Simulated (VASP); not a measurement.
**MgS: G0W0 quasiparticle levels with PBEsol**

The system is MgS.

```xyz
2
Lattice="0.0000 2.8257 2.8257 2.8257 0.0000 2.8257 2.8257 2.8257 0.0000" Properties=species:S:1:pos:R:3 pbc="T T T"
Mg    0.0000    0.0000    0.0000
S     1.4129    1.4129    1.4129
```

```json
{"Program": "VASP 6.6.1", "Task": "G0W0 quasiparticle levels", "Functional": "PBEsol", "Potentials or basis": "VASP PAW PBE potentials, release 64 (Mg_GW, S_GW)", "Cutoff": "500 eV", "k mesh": "4 × 4 × 4", "Occupations": "gaussian, width 0.01 eV", "Spin": "no spin polarisation", "Dipole correction": "no", "GW scheme": "G0W0", "GW iterations": "1", "Cutoff of the response function": "180", "Frequency points": "96", "Empty bands": "247", "Further INCAR settings": "ALGO = EVGW0; EDIFF = 1e-08; NBANDS = 251"}
```

- Quasiparticle gap: 5.11 eV
- Least direct quasiparticle gap: 5.11 eV
- Band gap of the starting levels on the mesh: 3.32 eV
- Least direct gap of the starting levels on the mesh: 3.32 eV

It took 2.4 min on 1 thread of Intel(R) Xeon(R) 6975P-C (Granite Rapids), on a shared host, peak memory 0.67 GiB.

Caveat: the k points lie up to 0.48 Å⁻¹ apart; bands, screening cutoff and mesh are small and nothing is extrapolated, so the quasiparticle values aren't converged.
